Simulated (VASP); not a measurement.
Pb12O, 13 atoms in the cell. The cell holds a slab with vacuum, 13 atoms: a = 7.000 Å, b = 7.000 Å, c = 18.716 Å, α = 90.00°, β = 90.00°, γ = 60.00°. 

```yaml
Program: VASP 6.6.1
Task: single point
Functional: LDA
Potentials_or_basis: VASP PAW LDA potentials, release 64 (Pb_d, O)
Cutoff: 520 eV
k_mesh: 3 × 3 × 1
Occupations: fermi-dirac, width 0.1 eV
Spin: no spin polarisation
Dipole_correction: no
Further_INCAR_settings: ALGO = Normal; EDIFF = 1e-06; NBANDS = 99
```

Potentials or basis: VASP PAW LDA potentials, release 64 (Pb_d, O).

Run with:

```bash
$ cat potpaw_LDA.64/Pb_d/POTCAR potpaw_LDA.64/O/POTCAR > POTCAR
$ mpirun -np 1 vasp_std > vasp.out
```

Hardware: 1 thread of AMD EPYC 7R13 Processor (Zen 3) (shared host).

How long does it take, and how much memory?

It took 16 min on 1 thread of AMD EPYC 7R13 Processor (Zen 3), on a shared host, peak memory 0.71 GiB. Counts: scf iterations 24, k points 5.
